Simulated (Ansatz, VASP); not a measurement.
**Si2Ge2P: VASP beside Ansatz**

```
Si Ge P
1.0
     4.47356    0.00000    0.00000
    -2.23678    3.87422    0.00000
     0.00000    0.00000    7.17414
Si Ge P
2 2 1
Direct
  0.00000 0.00000 0.70376
  0.00000 0.00000 0.29624
  0.33333 0.66667 0.50000
  0.66667 0.33333 0.50000
  0.00000 0.00000 0.00000
```

Alike in both runs: functional PBE; k mesh 6 × 6 × 2; occupations gaussian, width 0.1 eV; no spin polarisation.

Ansatz relaxed the structure, and its values are those at the end. VASP's run is a single point on that final structure, the one shown.

|  | VASP | Ansatz |
| --- | --- | --- |
| version | VASP 6.6.1 | Ansatz 0.2.0 |
| potentials or method | VASP PAW PBE potentials, release 64 (Si, Ge_d, P), cutoff 520 eV | scalar-relativistic, plane waves, PAW |
| valence electrons in the cell | 41 | 41 |

```csv
,VASP,Ansatz,Ansatz less VASP
gap on the k mesh at the Fermi level (eV),none,none,-
pressure (GPa),0.0,0.1,+0.05
rms of the force components (eV/Å),0.011,0.000,-0.0104
```

A gap of «none» marks a metal or a gap that the smearing closes.

The k mesh is coarse, so the values compare programs but aren't converged.
